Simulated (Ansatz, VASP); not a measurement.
One calculation of NaH13O7, two programs

```xyz
21
Lattice="6.6282 0.0000 0.0000 0.0000 6.6282 0.0000 0.0000 0.0000 6.6282" Properties=species:S:1:pos:R:3 pbc="T T T"
O     5.0365   -0.3978    3.5344
O     4.0057    1.6845    5.7901
O     2.5302    5.3037    5.5622
O     0.2137    1.1787    2.1204
O     3.4666    4.4645    1.5658
O     6.6756    4.2411    4.6852
O     1.7471    3.0731    3.0067
H     5.6521    0.1672    3.0076
H     4.5172   -0.8943    2.8691
H     3.9426    1.2598    6.6573
H     4.4592    1.0506    5.2111
H     2.6398    6.0386    4.9531
H     1.6688    4.9096    5.2960
H     0.6996    0.7856    1.3876
H     0.8305    1.9362    2.4528
H     2.8461    4.9540    1.0084
H     2.8304    3.9001    2.1444
H     7.2557    3.7453    4.0158
H     6.2548    4.9509    4.1575
H     2.2879    2.5833    3.6349
Na    4.5610    3.9455    5.9850
```

Alike in both runs: functional r2SCAN; k mesh 1 × 1 × 1; occupations fermi-dirac, width 0.05 eV; no spin polarisation.

Ansatz relaxed the structure, and its values are those at the end. VASP's run is a single point on that final structure, the one shown.

```csv
,VASP,Ansatz
version,VASP 6.6.1,Ansatz 0.2.0
potentials or method,"VASP PAW PBE potentials, release 64 (O, H, Na_sv), cutoff 930 eV","scalar-relativistic, plane waves, PAW"
valence electrons in the cell,64,64
```

VASP gave:

* rms of the force components (eV/Å): 0.093

Task: Estimate Ansatz's values.

Result: rms of the force components (eV/Å): 0.092.

VASP's potentials were made for PBE, not for r2SCAN. The functional is the same, so the differences come from potentials, cutoffs and numerics.
